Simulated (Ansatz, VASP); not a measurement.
**One calculation of Pd, two programs**

The input INCAR:

```
ALGO = Normal ; EDIFF = 1E-7
ENCUT = 520 ; GGA = RE
ISIF = 2 ; ISMEAR = -1
ISPIN = 2 ; LASPH = True
LCHARG = False ; LMAXMIX = 4
LORBIT = 11 ; LREAL = False
LWAVE = False ; MAGMOM = 0.5 -0.5
NBANDS = 21 ; NELM = 150
PREC = Accurate ; SIGMA = 0.05
```

The input KPOINTS:

```
k-points
0
Gamma
  11 11 11
```

Contents of POSCAR:

```
Pd
1.0
    3.0270187330      0.0000000000      0.0000000000
    0.0000000000      3.0270187330      0.0000000000
    0.0000000000      0.0000000000      3.0270187330
Pd
2
Direct
    0.0000000000      0.0000000000      0.0000000000
    0.5000000000      0.5000000000      0.5000000000
```

Input for Ansatz:

```yaml
crystal:
  lattice:
    - [3.027018733, 0.0, 0.0]
    - [0.0, 3.027018733, 0.0]
    - [0.0, 0.0, 3.027018733]
  atoms:
    - { symbol: Pd, position: [0.0, 0.0, 0.0], spin: 0.5 }
    - { symbol: Pd, position: [0.5, 0.5, 0.5], spin: -0.5 }
hamiltonian:
  xc: revpbe
  pseudopotentials:
    kind: paw
    azcp:
      Pd: "pseudopotentials/Pd.paw.azcp"
basis:
  ecutwfc: 420
  fft_grid_basis: typed
kpoints:
  mp_grid: { grid: [11, 11, 11], shift: [0, 0, 0] }
magnetization:
  spin_polarized: true
scf:
  occupations: { method: fermi_dirac, width: 0.05 }
  lower_state_search: "off"
output:
  stress: true
  write_density: true
  write_potential: true
  elf: true
  volumetric_format: npy
```

Alike in both runs: task single point; functional revPBE; k mesh 11 × 11 × 11; occupations fermi-dirac, width 0.05 eV; collinear spin.

|  | VASP | Ansatz |
| --- | --- | --- |
| version | VASP 6.6.1 | Ansatz 0.2.0 |
| potentials or method | VASP PAW PBE potentials, release 64 (Pd), cutoff 520 eV | plane waves (420 eV) with PAW, scalar-relativistic |
| valence electrons in the cell | 20 | 36 |

VASP gave:

* pressure (GPa): 26.9
* net moment per atom (μB): 0.00

Question: Which values does Ansatz return?

Answer: Pressure (GPa): 27.3; net moment per atom (μB): 0.00.

VASP's potentials were made for PBE, not for revPBE. VASP's potentials hold 20 valence electrons a cell and Ansatz's 36, so a difference there can come from the potentials and not from the codes. Ansatz's warnings: seeded moment not kept.
